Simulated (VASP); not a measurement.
Input of a VASP 6.6.1 run:

The input INCAR:

```
SYSTEM = SnO3
ALGO = Normal
EDIFF = 1E-6
EDIFFG = -0.01
ENCUT = 600
GGA = PE
IBRION = 2
ISIF = 3
ISMEAR = 0
LASPH = .True.
LCHARG = .False.
LREAL = .False.
LWAVE = .False.
NELM = 100
NSW = 100
PREC = Accurate
SIGMA = 0.1
```

The input KPOINTS:

```
k-points
0
Gamma
  14 14 14
  0 0 0
```

File POSCAR:

```
SnO3
1.0
    3.4275555479      0.0000000000      0.0000000000
    0.0000000000      3.4275555479      0.0000000000
    0.0000000000      0.0000000000      3.4275555479
Sn O
1 3
Direct
    0.0000000000      0.0000000000      0.0000000000
    0.0000000000      0.5000000000      0.5000000000
    0.5000000000      0.0000000000      0.5000000000
    0.5000000000      0.5000000000      0.0000000000
```

Potentials or basis: VASP PAW PBE potentials, release 64 (Sn_d, O).

Command:

```console
$ cat potpaw_PBE.64/Sn_d/POTCAR potpaw_PBE.64/O/POTCAR > POTCAR
$ mpirun -np 1 vasp_std > vasp.out
```

Estimate the band gap on the k mesh.

zero (band 16 reaches 7.48 eV, above the bottom of band 17 at 7.08 eV).

Final structure:
```
Sn O
1.0
     3.42756    0.00000    0.00000
     0.00000    3.42756    0.00000
     0.00000    0.00000    3.42756
Sn O
1 3
Cartesian
  0.0000 0.0000 0.0000
  0.0000 1.7138 1.7138
  1.7138 0.0000 1.7138
  1.7138 1.7138 0.0000
```

Caveat: the relaxation stopped at its first step, so nothing moved; spin-orbit coupling is left out, which moves the levels of the heavy elements.
